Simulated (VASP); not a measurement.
Crystal: BiB.

```
B Bi
1.0
     0.00000    2.76003    2.76003
     2.76003    0.00000    2.76003
     2.76003    2.76003    0.00000
B Bi
1 1
Direct
  0.00000 0.00000 0.00000
  0.25000 0.25000 0.25000
```

| Quantity | Value |
| --- | --- |
| Program | VASP 6.6.1 |
| Task | relaxation of cell and atoms |
| Functional | LDA |
| Potentials or basis | VASP PAW LDA potentials, release 64 (B, Bi_d) |
| Cutoff | 600 eV |
| k mesh | 8 × 8 × 8 |
| Occupations | fermi-dirac, width 0.02 eV |
| Spin | no spin polarisation |

At the start: pressure -4.5 GPa; volume 21.03 Å³/atom.

Question: How do energy, volume and symmetry change on relaxing?

Answer: Over 3 steps the energy falls by 18.0 meV/atom and the volume is 19.82 Å³/atom (-5.7 %); space group F-43m (No. 216, to 0.1 Å) before and after.

Step by step:
```tsv
step	energy change (eV)	largest force (eV/Å)	pressure (GPa)	volume (Å³)
1	0.0000	0.0000	-4.53	42.05
2	-0.0271	0.0000	2.64	38.53
3	-0.0359	0.0000	-0.01	39.64
```

Final structure:
```xyz
2
Lattice="0.0000 2.7063 2.7063 2.7063 0.0000 2.7063 2.7063 2.7063 0.0000" Properties=species:S:1:pos:R:3 pbc="T T T"
B     0.0000    0.0000    0.0000
Bi    1.3531    1.3531    1.3531
```
